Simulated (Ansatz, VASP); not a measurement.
Si2C: VASP beside Ansatz

File INCAR:

```
SYSTEM = Si2C
PREC     = Accurate       ! precision mode
ENCUT    = 520            ! plane-wave cutoff, eV
EDIFF    = 1E-6           ! SCF threshold, eV
ISMEAR   = 0              ! smearing method
SIGMA    = 0.1            ! smearing width, eV
LREAL    = .FALSE.        ! projectors in reciprocal space
LASPH    = .TRUE.         ! aspherical terms in the spheres
NELM     = 150            ! most SCF steps
ALGO     = Normal         ! electronic algorithm
ISIF     = 2              ! what is computed and relaxed
LWAVE    = .FALSE.        ! write WAVECAR
LCHARG   = .FALSE.        ! write CHGCAR
ISPIN    = 2              ! spin polarisation
MAGMOM   = 0 0 0 0 1 1    ! initial moments
LORBIT   = 11             ! projections on sites
GGA      = PE             ! functional
NBANDS   = 25             ! bands
```

The input KPOINTS:

```
regular mesh
0
G
  6 6 2
  0 0 0
```

The input POSCAR:

```
Si2C
1.0
    2.7517682300      0.0000000000      0.0000000000
   -1.3758841100      2.3831011900      0.0000000000
    0.0000000000      0.0000000000     10.8481614500
Si C
4 2
Direct
    0.3333333300      0.6666666700      0.6209999900
    0.6666666700      0.3333333300      0.1209999900
    0.3333333300      0.6666666700      0.8790000100
    0.6666666700      0.3333333300      0.3790000100
    0.3333333300      0.6666666700      0.2500000000
    0.6666666700      0.3333333300      0.7500000000
```

Input for Ansatz:

```yaml
crystal:
  lattice:
    - [2.75176823, 0.0, 0.0]
    - [-1.37588411, 2.38310119, 0.0]
    - [0.0, 0.0, 10.84816145]
  atoms:
    - { symbol: Si, position: [0.33333333, 0.66666667, 0.62099999] }
    - { symbol: Si, position: [0.66666667, 0.33333333, 0.12099999] }
    - { symbol: Si, position: [0.33333333, 0.66666667, 0.87900001] }
    - { symbol: Si, position: [0.66666667, 0.33333333, 0.37900001] }
    - { symbol: C, position: [0.33333333, 0.66666667, 0.25], spin: 1.0 }
    - { symbol: C, position: [0.66666667, 0.33333333, 0.75], spin: 1.0 }
basis:
  ecutwfc: 420
kpoints:
  mp_grid: { grid: [6, 6, 2] }
hamiltonian:
  xc: pbe
scf:
  occupations: { method: gaussian, width: 0.1 }
  lower_state_search: "off"
output:
  forces: true
  stress: true
  eigenvalues: true
  populations: true
magnetization:
  spin_polarized: true
```

Change from the starting cell: species swapped into the WSe2 type (P6_3/mmc, No. 194).

Alike in both runs: task single point; functional PBE; k mesh 6 × 6 × 2; occupations gaussian, width 0.1 eV; collinear spin.

|  | VASP | Ansatz |
| --- | --- | --- |
| version | VASP 6.6.1 | Ansatz 0.2.0 |
| potentials or method | VASP PAW PBE potentials, release 64 (Si, C), cutoff 520 eV | scalar-relativistic, plane waves, PAW |
| valence electrons in the cell | 24 | 24 |

```tsv
	VASP	Ansatz	Ansatz less VASP
gap on the k mesh at the Fermi level (eV)	none	none	-
pressure (GPa)	-4.4	-4.5	-0.05
traceless stress, the component that is largest in VASP (GPa)	-14.02	-14.09	-0.076
rms of the force components (eV/Å)	0.790	0.791	+0.0019
net moment per atom (μB)	0.00	0.00	0.000
```

Atom by atom the forces differ by 0.002 eV/Å (rms over components). A gap of «none» marks a metal or a gap that the smearing closes. Ansatz's warnings: seeded moment not kept.

The k mesh is coarse, so the values compare programs but aren't converged.
